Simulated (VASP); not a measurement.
# ZnCd2SeS2 (an interface model) in VASP: single point with PBEsol

Aim: the single point of ZnCd2SeS2 (an interface model) with PBEsol.

Everything below comes from runs of VASP 6.6.1. Logs are shortened: lines on timing, memory, paths and dates and some standing lists are left out, and cuts for length are marked.

## Step 1: The cell of the first run

The cell holds layers of an interface, 6 atoms: a = 4.119 Å, b = 4.119 Å, c = 9.895 Å, α = 90.00°, β = 90.00°, γ = 120.00°.

## Step 2: Single point, PBEsol, collinear spin

Contents of INCAR:

```
SYSTEM = ZnCd2SeS2
ALGO = Normal
EDIFF = 1E-6
ENCUT = 400
GGA = PS
GGA_COMPAT = .FALSE.
ISIF = 2
ISMEAR = 0
ISPIN = 2
LASPH = .TRUE.
LCHARG = .FALSE.
LORBIT = 11
LREAL = .FALSE.
LWAVE = .FALSE.
MAGMOM = 1.333 1.333 1.333 1.333 1.333 1.333
NBANDS = 40
NELM = 200
PREC = Accurate
SIGMA = 0.05
```

Contents of KPOINTS:

```
k-points
0
G
  4 4 2
  0 0 0
```

Contents of POSCAR:

```
ZnCd2SeS2
1.0
    2.9122460000     -2.9122460000      0.0000000000
    0.0000000000      2.9122460000     -2.9122460000
    5.7130060000      5.7130060000      5.7130060000
Cd S Zn Se
2 2 1 1
Direct
    0.0041990000      0.0186810000      0.9983580000
    0.3247760000      0.6516400000      0.3412930000
    0.0035410000      0.0007140000      0.2555780000
    0.3520800000      0.6739050000      0.5955170000
    0.6652560000      0.3269720000      0.6741360000
    0.6758460000      0.3505100000      0.9154380000
```

Potentials or basis: VASP PAW PBE potentials, release 64 (Cd, S, Zn, Se).

On the command line:

```bash
$ cat potpaw_PBE.64/Cd/POTCAR potpaw_PBE.64/S/POTCAR potpaw_PBE.64/Zn/POTCAR potpaw_PBE.64/Se/POTCAR > POTCAR
$ mpirun -np 1 vasp_std > vasp.out
```

OUTCAR:

```text
SYSTEM = ZnCd2SeS2
   EDIFF = 1E-6
   ENCUT = 400
   GGA = PS
   ISIF = 2
   ISMEAR = 0
   ISPIN = 2
   LASPH = .TRUE.
   LORBIT = 11
   LREAL = .FALSE.
   NELM = 200
   PREC = Accurate

 ion  position               nearest neighbor table
   1  0.004  0.019  0.998-   6 2.49   6 2.52   6 2.53   3 2.55
   2  0.325  0.652  0.341-   3 2.47   4 2.52   3 2.54   3 2.57
   3  0.004  0.001  0.256-   2 2.47   2 2.54   1 2.55   2 2.57
   4  0.352  0.674  0.596-   5 2.46   5 2.48   2 2.52   5 2.57
   5  0.665  0.327  0.674-   6 2.39   4 2.46   4 2.48   4 2.57
   6  0.676  0.351  0.915-   5 2.39   1 2.49   1 2.52   1 2.53

  LATTYP: Found a hexagonal cell.
 ALAT       =     4.1185377902
 C/A-ratio  =     2.4026043125

  Lattice vectors:

 A1 = (   2.9122460000,  -2.9122460000,   0.0000000000)
 A2 = (   0.0000000000,   2.9122460000,  -2.9122460000)
 A3 = (   5.7130060000,   5.7130060000,   5.7130060000)

Analysis of symmetry for initial positions (statically):
=====================================================================
 Subroutine PRICEL returns:
 Original cell was already a primitive cell.

 Routine SETGRP: Setting up the symmetry group for a
 hexagonal supercell.

 Subroutine GETGRP returns: Found  1 space group operations
 (whereof  1 operations were pure point group operations)
 out of a pool of 24 trial point group operations.

The static configuration has the point symmetry C_1 .

Analysis of symmetry for dynamics (positions and initial velocities):
=====================================================================
 Subroutine PRICEL returns:
 Original cell was already a primitive cell.

 Routine SETGRP: Setting up the symmetry group for a
 hexagonal supercell.

 Subroutine GETGRP returns: Found  1 space group operations
 (whereof  1 operations were pure point group operations)
 out of a pool of 24 trial point group operations.

The dynamic configuration has the point symmetry C_1 .

Analysis of structural, dynamic, and magnetic symmetry:
=====================================================================
 Subroutine PRICEL returns:
 Original cell was already a primitive cell.

 Routine SETGRP: Setting up the symmetry group for a
 hexagonal supercell.

 Subroutine GETGRP returns: Found  1 space group operations
 (whereof  1 operations were pure point group operations)
 out of a pool of 24 trial point group operations.

The overall configuration has the point symmetry C_1 .

 Subroutine INISYM returns: Found  1 space group operations
 (whereof  1 operations are pure point group operations),
 and found     1 'primitive' translations

----------------------------------------------------------------------------------------

                                     Primitive cell

  volume of cell :     145.3590

  direct lattice vectors                    reciprocal lattice vectors
     2.912246000 -2.912246000  0.000000000     0.228918390 -0.114459195 -0.114459195
     0.000000000  2.912246000 -2.912246000     0.114459195  0.114459195 -0.228918390
     5.713006000  5.713006000  5.713006000     0.058346400  0.058346400  0.058346400

  length of vectors
     4.118537790  4.118537790  9.895216656     0.280366625  0.280366625  0.101058929

  position of ions in fractional coordinates (direct lattice)
     0.004199000  0.018681000  0.998358000
     0.324776000  0.651640000  0.341293000
     0.003541000  0.000714000  0.255578000
     0.352080000  0.673905000  0.595517000
     0.665256000  0.326972000  0.674136000
     0.675846000  0.350510000  0.915438000

  ion indices of the primitive-cell ions
   primitive index   ion index
                 1           1
                 2           2
                 3           3
                 4           4
                 5           5
                 6           6

----------------------------------------------------------------------------------------

 KPOINTS: k-points

Automatic generation of k-mesh.
 Grid dimensions read from file:
 generate k-points for:    4    4    2

 Generating k-lattice:

  Cartesian coordinates                     Fractional coordinates (reciprocal lattice)
     0.057229598 -0.028614799 -0.028614799     0.250000000  0.000000000  0.000000000
     0.028614799  0.028614799 -0.057229598     0.000000000  0.250000000  0.000000000
     0.029173200  0.029173200  0.029173200     0.000000000  0.000000000  0.500000000

  Length of vectors
     0.070091656  0.070091656  0.050529465

  Shift w.r.t. Gamma in fractional coordinates (k-lattice)
     0.000000000  0.000000000  0.000000000

 Subroutine IBZKPT returns following result:
 ===========================================

 Found     20 irreducible k-points:

 Following reciprocal coordinates:
            Coordinates               Weight
  0.000000  0.000000  0.000000      1.000000
  0.250000  0.000000  0.000000      2.000000
  0.000000  0.250000  0.000000      2.000000
 -0.250000  0.250000  0.000000      2.000000
  0.500000  0.000000  0.000000      1.000000
  0.000000  0.500000  0.000000      1.000000
[... 12 lines left out ...]
 -0.250000  0.500000  0.500000      2.000000
  0.500000  0.250000  0.500000      2.000000
   k-points           NKPTS =     20   k-points in BZ     NKDIM =     20   number of bands    NBANDS=     40
   number of dos      NEDOS =    301   number of ions     NIONS =      6
   total plane-waves  NPLWV =  54880
   dimension x,y,z NGX =    28 NGY =   28 NGZ =   70
   dimension x,y,z NGXF=    56 NGYF=   56 NGZF=  140
   ions per type =               2   2   1   1
   NGX,Y,Z   is equivalent  to a cutoff of  11.30, 11.30, 11.76 a.u.
   NGXF,Y,Z  is equivalent  to a cutoff of  22.60, 22.60, 23.52 a.u.
 SYSTEM =  ZnCd2SeS2
   PREC   = accura    normal or accurate (medium, high low for compatibility)
   ISTART =      0    job   : 0-new  1-cont  2-samecut
   ICHARG =      2    charge: 1-file 2-atom 10-const
   ISPIN  =      2    spin polarized calculation?
   LNONCOLLINEAR =      F non collinear calculations
   LSORBIT =      F    spin-orbit coupling
   LASPH  =      T    aspherical Exc in radial PAW
   ENCUT  =  400.0 eV  29.40 Ry    5.42 a.u.   6.72  6.72 16.14*2*pi/ulx,y,z
   NELM   =    200;   NELMIN=  2; NELMDL= -5     # of ELM steps
   EDIFF  = 0.1E-05   stopping-criterion for ELM
   LREAL  =      F    real-space projection
   EDIFFG = 0.1E-04   stopping-criterion for IOM
   NSW    =      0    number of steps for IOM
   IBRION =     -1    ionic relax: 0-MD 1-quasi-New 2-CG
   NFREE  =      0    steps in history (QN), initial steepest desc. (CG)
   ISIF   =      2    stress and relaxation
   ISYM   =      2    0-nonsym 1-usesym 2-fastsym
   POTIM  = 0.5000    time-step for ionic-motion
   TEBEG  =    0.0;   TEEND  =   0.0 temperature during run
   PSTRESS=    0.0 pullay stress
   NELECT =      54.0000    total number of electrons
   NUPDOWN=      -1.0000    fix difference up-down
   EMIN   =  10.00;   EMAX   =-10.00  energy-range for DOS
   EFERMI =   0.00;   METHOD = LEGACY
   ISMEAR =     0;   SIGMA  =   0.05  broadening in eV -4-tet -1-fermi 0-gaus
   EFERMI_NEDOS =   21; number of points for ismear=-14 and -15
   IALGO  =     38    algorithm
   IMIX   =      4    mixing-type and parameters
     AMIX     =   0.40;   BMIX     =  1.00
     AMIX_MAG =   1.60;   BMIX_MAG =  1.00
  volume/ion in A,a.u.               =      24.23       163.49
  Fermi-wavevector in a.u.,A,eV,Ry     =   1.176862  2.223946 18.844114  1.385003
  Thomas-Fermi vector in A             =   2.313218
   LORBIT       =     11    0 simple, 1 ext, 2 COOP (PROOUT), +10 PAW based schemes
   GGA     = PS    functional components
   LHFCALC =     F    Hartree Fock is set to
   AEXX    =    0.0000 exact exchange contribution
   IVDW    =     0    specifies the selected vdW correction
   LEPSILON=     F    determine dielectric tensor
   LRPA    =     F    only Hartree local field effects (RPA)
 spin polarized calculation
 Gauss-broadening in eV      SIGMA  =   0.05
  energy-cutoff  :      400.00
  volume of cell :      145.36
 maximum number of plane-waves:      2672
 NGX is ok and might be reduce to    28
   NGX = 13   NGY = 13   NGZ = 33

 number of electron      53.9999994 magnetization       0.0006876

 number of electron      53.9999994 magnetization      -0.0000458

 Free energy of the ion-electron system (eV)
  ---------------------------------------------------
  ext. energy  EPLUGINS =         0.00000000
  ---------------------------------------------------
  free energy    TOTEN  =       -19.99102323 eV

  energy without entropy =      -19.99102323  energy(sigma->0) =      -19.99102323

 E-fermi :   1.5643     XC(G=0):  -9.4001

 val. band max:        1.3385092578   @ k =   0.0000   0.0000   0.0000
 cond. band min:       2.2891374425   @ k =   0.0000   0.0000   0.0000
 fundamental gap:      0.9506281847
 Fermi energy:         1.5642601162

 spin component 1

 k-point     1 :       0.0000    0.0000    0.0000
  band No.  band energies     occupation
      1     -11.7202      1.00000
      2     -10.9016      1.00000
      3     -10.6764      1.00000
      4      -6.8228      1.00000
      5      -6.8000      1.00000
      6      -6.5215      1.00000
[... 31 lines left out ...]
     38       8.3193      0.00000
     39       8.7182      0.00000

 k-point     2 :       0.2500    0.0000    0.0000
  band No.  band energies     occupation
      1     -11.5285      1.00000
      2     -10.7520      1.00000
      3     -10.5242      1.00000
      4      -6.7161      1.00000
      5      -6.6689      1.00000
      6      -6.4658      1.00000
[... 745 lines left out ...]
     38       9.5849      0.00000
     39       9.6795      0.00000

 k-point    20 :       0.5000    0.2500    0.5000
  band No.  band energies     occupation
      1     -11.3289      1.00000
      2     -10.6013      1.00000
      3     -10.3551      1.00000
      4      -6.6272      1.00000
      5      -6.4949      1.00000
      6      -6.4429      1.00000
[... 31 lines left out ...]
     38       9.4961      0.00000
     39       9.6020      0.00000
 Fermi energy:         1.5642601162

 spin component 2

 k-point     1 :       0.0000    0.0000    0.0000
  band No.  band energies     occupation
      1     -11.7202      1.00000
      2     -10.9016      1.00000
      3     -10.6764      1.00000
      4      -6.8228      1.00000
      5      -6.8000      1.00000
      6      -6.5215      1.00000
[... 31 lines left out ...]
     38       8.3193      0.00000
     39       8.7182      0.00000

 k-point     2 :       0.2500    0.0000    0.0000
  band No.  band energies     occupation
      1     -11.5285      1.00000
      2     -10.7520      1.00000
      3     -10.5242      1.00000
      4      -6.7161      1.00000
      5      -6.6689      1.00000
      6      -6.4658      1.00000
[... 745 lines left out ...]
     38       9.5849      0.00000
     39       9.6795      0.00000

 k-point    20 :       0.5000    0.2500    0.5000
  band No.  band energies     occupation
      1     -11.3289      1.00000
      2     -10.6013      1.00000
      3     -10.3551      1.00000
      4      -6.6272      1.00000
      5      -6.4949      1.00000
      6      -6.4429      1.00000
[... 31 lines left out ...]
     38       9.4961      0.00000
     39       9.6020      0.00000
 [bands above 39 left out]

------------------------ aborting loop because EDIFF is reached ----------------------------------------

  FORCE on cell =-STRESS in cart. coord.  units (eV):
  Direction    XX          YY          ZZ          XY          YZ          ZX
  --------------------------------------------------------------------------------------
  -------------------------------------------------------------------------------------
  Total        0.1976265      0.1243539      0.0620979      0.3760260     -0.2711183      0.2573134
  in kB        2.1782795      1.3706542      0.6844558      4.1446366     -2.9883214      2.8361612
  external PRESSURE =       1.4111298 kB  Pullay stress =       0.0000000 kB

 VOLUME and BASIS-vectors are now :
 -----------------------------------------------------------------------------
  energy-cutoff  :      400.00
  volume of cell :      145.36
      direct lattice vectors                 reciprocal lattice vectors
     2.912246000 -2.912246000  0.000000000     0.228918390 -0.114459195 -0.114459195
     0.000000000  2.912246000 -2.912246000     0.114459195  0.114459195 -0.228918390
     5.713006000  5.713006000  5.713006000     0.058346400  0.058346400  0.058346400

 POSITION                                       TOTAL-FORCE (eV/Angst)
 -----------------------------------------------------------------------------------
      5.71585      5.74580      5.64922         0.597438      0.324147      0.518177
      2.89564      2.90172      0.05207         0.192267      0.089625     -0.230103
      1.47043      1.45189      1.45804        -0.228929     -0.143997      0.155534
      4.42754      4.33943      1.43962         0.211803      0.386218      0.406201
      5.78873      2.86618      2.89912        -0.326610     -0.450908     -0.504002
      7.19813      4.28244      4.20913        -0.445969     -0.205085     -0.345806
 -----------------------------------------------------------------------------------
    total drift:                                0.002121     -0.000119     -0.001559

  FREE ENERGIE OF THE ION-ELECTRON SYSTEM (eV)
  ---------------------------------------------------
  free  energy   TOTEN  =       -19.9910232304 eV

  energy  without entropy=      -19.9910232304  energy(sigma->0) =      -19.99102323

 total charge

# of ion       s       p       d       tot
------------------------------------------
    1        0.463   0.386   9.553  10.401
    2        0.432   0.336   9.556  10.324
    3        1.316   2.378   0.000   3.694
    4        1.317   2.341   0.000   3.658
    5        0.503   0.381   9.786  10.670
    6        1.437   2.459   0.035   3.931
--------------------------------------------------
tot          5.468   8.280  28.930  42.678

 magnetization (x)

# of ion       s       p       d       tot
------------------------------------------
    1        0.000   0.000  -0.000   0.000
    2        0.000   0.000  -0.000   0.000
    3       -0.000  -0.000   0.000  -0.000
    4        0.000  -0.000   0.000  -0.000
    5       -0.000   0.000   0.000   0.000
    6       -0.000  -0.000  -0.000  -0.000
--------------------------------------------------
tot         -0.000  -0.000  -0.000  -0.000
```

It took 2.7 min on 1 thread of Intel Xeon Platinum 8259CL at 2.50GHz (Skylake/Cascade Lake), shared host; peak memory 0.34 GiB.

What came out:

| Property | Result |
| --- | --- |
| Free energy | -19.9910 eV |
| Pressure | 0.1 GPa |
| Largest force | 0.855 eV/Å |
| Band gap on the k mesh | 0.95 eV |
| Net moment | 0.00 μB per cell |
| Valence electrons inside the program's atomic spheres | Cd 10.40, 10.32; S 3.69, 3.66; Zn 10.67; Se 3.93 |

Forces in eV/Å, atoms in the order of the input:
```
Cd   0.597  0.324  0.518
Cd   0.192  0.090 -0.230
S   -0.229 -0.144  0.156
S    0.212  0.386  0.406
Zn  -0.327 -0.451 -0.504
Se  -0.446 -0.205 -0.346
```

Levels at points of the mesh, in eV from the valence-band top:
Spin up:
```
           k point  band 24  band 25  band 26  band 27  band 28  band 29  band 30  band 31
(0.00, 0.00, 0.00)    -0.56    -0.04    -0.02     0.00     0.95     2.49     2.78     5.93
(0.50, 0.00, 0.00)    -1.72    -1.61    -1.23    -1.15     3.05     3.48     3.77     3.97
(0.00, 0.50, 0.00)    -1.71    -1.68    -1.21    -1.15     3.15     3.51     3.84     3.96
(0.50, 0.50, 0.00)    -1.74    -1.65    -1.20    -1.15     3.10     3.54     3.82     3.94
(0.00, 0.00, 0.50)    -0.43    -0.36    -0.15    -0.13     2.04     2.29     2.59     5.72
(0.50, 0.00, 0.50)    -1.92    -1.75    -0.84    -0.77     2.61     3.44     3.72     4.65
(0.00, 0.50, 0.50)    -1.86    -1.74    -0.88    -0.80     2.73     3.55     3.82     4.56
(0.50, 0.50, 0.50)    -1.88    -1.74    -0.89    -0.77     2.69     3.52     3.78     4.71
```
Spin down:
| k point | band 24 | band 25 | band 26 | band 27 | band 28 | band 29 | band 30 | band 31 |
| --- | --- | --- | --- | --- | --- | --- | --- | --- |
| (0.00, 0.00, 0.00) | -0.56 | -0.04 | -0.02 | 0.00 | 0.95 | 2.49 | 2.78 | 5.93 |
| (0.50, 0.00, 0.00) | -1.72 | -1.61 | -1.23 | -1.15 | 3.05 | 3.48 | 3.77 | 3.97 |
| (0.00, 0.50, 0.00) | -1.71 | -1.68 | -1.21 | -1.15 | 3.15 | 3.51 | 3.84 | 3.96 |
| (0.50, 0.50, 0.00) | -1.74 | -1.65 | -1.20 | -1.15 | 3.10 | 3.54 | 3.82 | 3.94 |
| (0.00, 0.00, 0.50) | -0.43 | -0.36 | -0.15 | -0.13 | 2.04 | 2.29 | 2.59 | 5.72 |
| (0.50, 0.00, 0.50) | -1.92 | -1.75 | -0.84 | -0.77 | 2.61 | 3.44 | 3.72 | 4.65 |
| (0.00, 0.50, 0.50) | -1.86 | -1.74 | -0.88 | -0.80 | 2.73 | 3.55 | 3.82 | 4.56 |
| (0.50, 0.50, 0.50) | -1.88 | -1.74 | -0.89 | -0.77 | 2.69 | 3.52 | 3.78 | 4.71 |

Caveat: the k points lie up to 0.44 Å⁻¹ apart; the PAW data sets were made with another functional, which shifts forces and pressure a little.
